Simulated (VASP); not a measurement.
A run of VASP 6.6.1:

Contents of INCAR:

```
PREC     = Accurate       # precision mode
ENCUT    = 520            # plane-wave cutoff, eV
EDIFF    = 1E-6           # SCF threshold, eV
ISMEAR   = 0              # smearing method
SIGMA    = 0.05           # smearing width, eV
LREAL    = False          # projectors in reciprocal space
LASPH    = True           # aspherical terms in the spheres
NELM     = 100            # most SCF steps
ALGO     = Normal         # electronic algorithm
ISIF     = 2              # what is computed and relaxed
LWAVE    = False          # write WAVECAR
LCHARG   = True           # write CHGCAR
LELF     = True           # ELF
LVHAR    = True         
NBANDS   = 20             # bands
```

KPOINTS

```
regular mesh
0
Gamma
  12 12 12
```

Contents of POSCAR:

```
SnO2
1.0
    1.6039156916      0.9260211563      4.0813809037
   -1.6039156916      0.9260211563      4.0813809037
    0.0000000000     -1.8520423126      4.0813809037
Sn O
1 2
Direct
    0.5000000000      0.5000000000      0.5000000000
    0.2451905456      0.2451905456      0.2451905456
    0.7548094544      0.7548094544      0.7548094544
```

Potentials or basis: VASP PAW LDA potentials, release 64 (Sn_d, O).

Run with:

```sh
$ cat potpaw_LDA.64/Sn_d/POTCAR potpaw_LDA.64/O/POTCAR > POTCAR
$ mpirun -np 1 vasp_std > vasp.out
```

Hardware: 1 thread of Intel Xeon 8259CL, on a shared host.

Problem. Estimate the wall time of this run.

Solution. Run time: 4.8 min on 1 thread of Intel Xeon 8259CL (shared host), peak memory 0.26 GiB. Counts: scf iterations 12, k points 189.
